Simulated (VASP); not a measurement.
# BN (P1) in VASP: G0W0 quasiparticle levels with PBEsol

Aim: the G0W0 quasiparticle levels of BN with PBEsol.

All numbers are computed with VASP 6.6.1; they aren't measurements. Logs are shortened: lines on timing, memory, paths and dates and some standing lists are left out, and cuts for length are marked.

## 1. The cell of the first run

The typed cell holds 2 atoms: a = 2.508 Å, b = 2.508 Å, c = 3.274 Å, α = 101.11°, β = 101.11°, γ = 119.81°.

## 2. G0W0 quasiparticle levels, PBEsol

File POSCAR:

```
BN
1.0
    2.5080410000      0.0000000000      0.0000000000
   -1.2467106309      2.1762312056      0.0000000000
   -0.6306654168     -1.0881160036      3.0225402544
B N
1 1
Direct
    0.9796430000      0.9834990000      0.0018060000
    0.6685060000      0.3323850000      0.9849990000
```

File INCAR.step1:

```
PREC = Accurate
ENCUT = 500
EDIFF = 1E-8
ISMEAR = 0
SIGMA = 0.01
LREAL = False
LASPH = True
NELM = 60
ALGO = Normal
LWAVE = True
LCHARG = False
GGA = PS
```

File INCAR.step2:

```
PREC = Accurate
ENCUT = 500
EDIFF = 1E-8
ISMEAR = 0
SIGMA = 0.01
LREAL = False
LASPH = True
NELM = 1
ALGO = Exact
LWAVE = True
LCHARG = False
GGA = PS
NBANDS = 84
LOPTICS = True
ISTART = 1
```

File INCAR.step3:

```
PREC = Accurate
ENCUT = 500
EDIFF = 1E-8
ISMEAR = 0
SIGMA = 0.01
LREAL = False
LASPH = True
ALGO = EVGW0
LWAVE = False
LCHARG = False
GGA = PS
NELMGW = 1
NBANDS = 84
ENCUTGW = 80.0
NOMEGA = 48
PRECFOCK = Fast
ISTART = 1
NBANDSGW = 12
```

File KPOINTS:

```
regular mesh
0
Gamma
  6 6 4
```

Potentials or basis: VASP PAW PBE potentials, release 64 (B_GW, N_GW).

On the command line:

```sh
> cat potpaw_PBE.64/B_GW/POTCAR potpaw_PBE.64/N_GW/POTCAR > POTCAR
> cp INCAR.step1 INCAR
> mpirun -np 1 vasp_std > vasp.out
> cp INCAR.step2 INCAR
> mpirun -np 1 vasp_std > vasp.out
> cp INCAR.step3 INCAR
> mpirun -np 1 vasp_std > vasp.out
```

OUTCAR:

```text
PREC = Accurate
   ENCUT = 500
   EDIFF = 1E-8
   ISMEAR = 0
   LREAL = False
   LASPH = True
   GGA = PS
   NELMGW = 1
   ENCUTGW = 80.0
   PRECFOCK = Fast
   ISTART = 1

 ion  position               nearest neighbor table
   1  0.980  0.983  0.002-   2 1.40   2 1.43   2 1.52
   2  0.669  0.332  0.985-   1 1.40   1 1.43   1 1.52

  LATTYP: Found a face centered orthorhombic cell.
 ALAT       =     2.5153402474
 B/A-ratio  =     1.7253459197
 C/A-ratio  =     2.4032854064

  Lattice vectors:

 A1 = (  -1.8773760477,   1.0881152020,   3.0225402544)
 A2 = (   0.6306649523,   1.0881152020,   3.0225402544)
 A3 = (  -1.2467106309,   2.1762312056,   0.0000000000)

Analysis of symmetry for initial positions (statically):
=====================================================================
 Subroutine PRICEL returns:
 Original cell was already a primitive cell.

 Routine SETGRP: Setting up the symmetry group for a
 face centered orthorhombic supercell.

 Subroutine GETGRP returns: Found  1 space group operations
 (whereof  1 operations were pure point group operations)
 out of a pool of  8 trial point group operations.

The static configuration has the point symmetry C_1 .

Analysis of symmetry for dynamics (positions and initial velocities):
=====================================================================
 Subroutine PRICEL returns:
 Original cell was already a primitive cell.

 Routine SETGRP: Setting up the symmetry group for a
 face centered orthorhombic supercell.

 Subroutine GETGRP returns: Found  1 space group operations
 (whereof  1 operations were pure point group operations)
 out of a pool of  8 trial point group operations.

The dynamic configuration has the point symmetry C_1 .

 Subroutine INISYM returns: Found  1 space group operations
 (whereof  1 operations are pure point group operations),
 and found     1 'primitive' translations

----------------------------------------------------------------------------------------
[... 113 lines left out ...]
   ENCUT  =  500.0 eV  36.75 Ry    6.06 a.u.   4.57  4.57  5.97*2*pi/ulx,y,z
   NELM   =     60;   NELMIN=  2; NELMDL=  0     # of ELM steps
   EDIFF  = 0.1E-07   stopping-criterion for ELM
   LREAL  =      F    real-space projection
   EDIFFG = 0.1E-06   stopping-criterion for IOM
   NSW    =      0    number of steps for IOM
   IBRION =     -1    ionic relax: 0-MD 1-quasi-New 2-CG
   NFREE  =      0    steps in history (QN), initial steepest desc. (CG)
   ISIF   =      0    stress and relaxation
   ISYM   =      3    0-nonsym 1-usesym 2-fastsym
   POTIM  = 0.5000    time-step for ionic-motion
   TEBEG  =    0.0;   TEEND  =   0.0 temperature during run
   PSTRESS=    0.0 pullay stress
   NELECT =       8.0000    total number of electrons
   NUPDOWN=      -1.0000    fix difference up-down
   EMIN   =  10.00;   EMAX   =-10.00  energy-range for DOS
   EFERMI =   0.00;   METHOD = LEGACY
   ISMEAR =     0;   SIGMA  =   0.01  broadening in eV -4-tet -1-fermi 0-gaus
   EFERMI_NEDOS =   21; number of points for ismear=-14 and -15
   IALGO  =     38    algorithm
   IMIX   =      4    mixing-type and parameters
     AMIX     =   0.40;   BMIX     =  1.00
     AMIX_MAG =   1.60;   BMIX_MAG =  1.00
  volume/ion in A,a.u.               =       8.25        55.66
  Fermi-wavevector in a.u.,A,eV,Ry     =   1.286177  2.430523 22.507472  1.654253
  Thomas-Fermi vector in A             =   2.418268
   LORBIT       =      0    0 simple, 1 ext, 2 COOP (PROOUT), +10 PAW based schemes
   GGA     = PS    functional components
   LHFCALC =     T    Hartree Fock is set to
   PRECFOCK=fast      Normal, Fast or Accurate (Low or Medium for compatibility)
   ENCUT4O =  -1.0   cutoff for four orbital integrals eV
   NKREDX  =     1    reduce k-point grid by
   NKREDY  =     1    reduce k-point grid by
   NKREDZ  =     1    reduce k-point grid by
   AEXX    =    1.0000 exact exchange contribution
   HFSCREEN=    0.0000 screening length (either q_TF or 0.3 A-1)
   HFSCREENC=   0.0000 screening length for correlation (either q_TF or 0.3 A-1)
   ENCUTFOCK=  -1.0 apply spherical cutoff to Coloumb kernel
   IVDW    =     0    specifies the selected vdW correction
   LEPSILON=     F    determine dielectric tensor
   LRPA    =     F    only Hartree local field effects (RPA)
   LRPAFORCE           =     F    calculate RPA forces
   ENCUTGW             =  80.0    cutoff for response function in eV
   ENCUTGWSOFT         =  64.0    soft cutoff for Coulomb kernel in GW response function in eV
   ENCUTLF             =  -1.0    cutoff for local field effects
   NELMGW              =     1    number of iterations in solving QP/BSE equation
   NELMHF              =     1    number of iterations in the inner HF iteration
   NKREDLFX            =     1    NKREDLFY  =   1   NKREDLFZ  =   1
 non-spin polarized calculation
 Gauss-broadening in eV      SIGMA  =   0.01
  energy-cutoff  :      500.00
  volume of cell :       16.50
 maximum number of plane-waves:       432
  NGX = 12; NGY = 12; NGZ = 16
   NGX =  9   NGY =  9   NGZ = 11
 maximum number of plane-waves:        30
 NGX is ok and might be reduce to    10

 QP shifts <psi_nk| G(iteration)W_0 |psi_nk>: iteration 1
 for sc-GW calculations column KS-energies equals QP-energies in previous step
 and V_xc(KS)=  KS-energies - (<T + V_ion + V_H > + <T+V_H+V_ion>^1  + <V_x>^1)

 k-point   1 :       0.0000    0.0000    0.0000
  band No.  KS-energies  QP-energies   sigma(KS)   V_xc(KS)     V^pw_x(r,r')   Z            occupation Imag(sigma)

      1     -14.8784     -16.4773     -17.9601     -15.7350     -26.4558       0.7185       2.0000       1.3093
      2      -0.4378      -1.3319     -16.0392     -14.8515     -19.6762       0.7527       2.0000       0.1933
      3       0.9215       0.1600     -19.0591     -18.0929     -22.8622       0.7882       2.0000       0.1319
      4       2.5429       1.8904     -18.8800     -18.0635     -22.2348       0.7991       2.0000       0.1191
      5       8.6596       9.1836      -9.6086     -10.2449      -5.3696       0.8235       0.0000      -0.1000
      6      13.5330      15.2382     -12.1446     -14.2681      -7.2663       0.8030       0.0000      -0.1140
      7      15.6215      17.3221     -12.1274     -14.2483      -7.0848       0.8018       0.0000      -0.1337
      8      16.2567      17.8377     -12.7192     -14.7907      -5.9088       0.7632       0.0000      -0.6762
      9      18.2063      19.4516     -12.1319     -13.7170      -6.2956       0.7856       0.0000      -0.2722
     10      28.4487      29.3331      -9.3805     -10.4910      -2.6737       0.7965       0.0000      -0.9390
     11      30.4205      31.4101      -9.3402     -10.5538      -3.3591       0.8154       0.0000      -0.9067
     12      31.3350      32.1864      -8.6025      -9.6444      -2.4238       0.8172       0.0000      -0.9453
[... 356 lines left out ...]
      1     -11.4235     -13.0118     -19.2374     -17.1482     -26.9153       0.7602       2.0000       0.9507
      2      -5.7208      -6.9394     -16.8221     -15.1683     -22.0784       0.7369       2.0000       0.4004
      3      -1.4852      -2.4069     -18.4482     -17.2530     -22.7593       0.7711       2.0000       0.1659
      4       1.6086       0.8398     -15.9403     -14.9503     -18.8042       0.7765       2.0000       0.1291
      5       8.6240       9.6093     -10.9933     -12.2293      -6.6022       0.7971       0.0000      -0.1117
      6      12.4871      13.5658     -11.4868     -12.8311      -6.5603       0.8024       0.0000      -0.1311
      7      16.5944      17.4965      -9.8199     -10.9493      -4.6497       0.7988       0.0000      -0.2330
      8      19.7917      20.7917      -9.3417     -10.5957      -3.3080       0.7974       0.0000      -0.5243
      9      24.4599      26.3496     -12.7838     -15.1687      -5.7822       0.7924       0.0000      -0.7898
     10      25.1448      27.1262     -12.6137     -15.1378      -5.6866       0.7850       0.0000      -0.7098
     11      26.7179      28.0207     -10.1741     -11.7603      -4.0554       0.8214       0.0000      -0.7407
     12      31.4763      32.8811     -10.1779     -11.9327      -3.3592       0.8006       0.0000      -0.9293

 [... further k-points ...]
```

OUTCAR.step2:

```text
PREC = Accurate
   ENCUT = 500
   EDIFF = 1E-8
   ISMEAR = 0
   LREAL = False
[... 1036 lines left out ...]
     0.00000     5.18045     5.68749     3.45167    -0.27929    -0.03388     0.04548
     2.12639     5.62504     6.27233     3.59792    -0.37328    -0.04626     0.05949
     4.25278    11.00629    13.02309     4.73052    -2.19432     0.00560     0.70093
     6.37916     2.12054    -1.24717     3.45043    -0.84413     1.44303     0.65241
     8.50555     1.80831     0.59154     4.83833    -0.13095     0.12140    -0.08879
    10.63194     4.17446     3.89242     2.12733     1.06414     0.28411    -0.18421
[... 92 lines left out ...]
   208.38605     0.98421     0.98421     0.98425    -0.00000     0.00000    -0.00000
   210.51244     0.98454     0.98455     0.98459    -0.00000     0.00000    -0.00000
```

Wall time 22 min (1 thread of AMD EPYC 7R13, shared host); peak memory 0.41 GiB.

Results:

```
Band gap on the k mesh, mean-field level : 2.86 eV, indirect (least direct gap 4.45 eV)
Quasiparticle gap                        : 4.11 eV
Least direct quasiparticle gap           : 5.93 eV
```

Levels at points of the mesh, in eV from the valence-band top:
```
           k point  band 1  band 2  band 3  band 4  band 5  band 6  band 7  band 8
(0.00, 0.00, 0.00)  -18.10   -3.66   -2.30   -0.68    5.43   10.31   12.40   13.03
(0.50, 0.00, 0.00)  -14.65   -8.97   -4.71   -1.47    4.94    9.54   13.61   17.18
(0.00, 0.50, 0.00)  -14.82   -9.22   -3.97   -0.95    3.83    9.66   13.88   17.24
(0.50, 0.50, 0.00)  -14.90   -9.41   -4.12    0.00    6.32    9.09   12.38   14.58
(0.00, 0.00, 0.50)  -17.51   -6.98   -2.33   -0.73   10.01   10.77   12.37   12.56
(0.50, 0.00, 0.50)  -14.65   -8.98   -4.71   -1.36    4.61    9.58   13.84   17.40
(0.00, 0.50, 0.50)  -14.82   -9.21   -3.96   -1.05    4.06    9.60   13.76   17.09
(0.50, 0.50, 0.50)  -14.56   -8.86   -4.27   -2.11    2.86    9.20   15.43   19.70
```

Caveat: the k points lie up to 0.52 Å⁻¹ apart; bands, screening cutoff and mesh are small and nothing is extrapolated, so the quasiparticle values aren't converged. A k mesh can miss the band edges.
